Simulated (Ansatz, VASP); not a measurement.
**MnSb in VASP and in Ansatz**

```
Mn Sb
1.0
     0.00000    2.79502    2.79502
     2.79502    0.00000    2.79502
     2.79502    2.79502    0.00000
Mn Sb
1 1
Cartesian
  3.3317 5.4587 3.3904
  6.1267 8.2537 6.1854
```

Alike in both runs: task single point; functional PBE; k mesh 4 × 4 × 4; occupations gaussian, width 0.1 eV; collinear spin.

```csv
,VASP,Ansatz
version,VASP 6.6.1,Ansatz 0.2.0
potentials or method,"VASP PAW PBE potentials, release 64 (Mn_pv, Sb), cutoff 500 eV","scalar-relativistic, plane waves, PAW"
valence electrons in the cell,18,30
```

Ansatz gave:

| Quantity | Value |
| --- | --- |
| gap on the k mesh at the Fermi level (eV) | none |
| pressure (GPa) | -0.2 |
| net moment per atom (μB) | 1.91 |
| size of the moment on the site where the two differ most (μB) | 3.80 |

Task: What did VASP give for the same quantities?

Result: gap on the k mesh at the Fermi level (eV): none; pressure (GPa): -0.2; net moment per atom (μB): 1.91; size of the moment on the site where the two differ most (μB): 3.76.

Site moments also hang on the region over which each program counts them. A gap of «none» marks a metal or a gap that the smearing closes. The functional is the same, so the differences come from potentials, cutoffs and numerics. VASP's potentials hold 18 valence electrons a cell and Ansatz's 30, so a difference there can come from the potentials and not from the codes.

The k mesh is coarse, so the values compare programs but aren't converged. Spin-orbit coupling is off throughout.
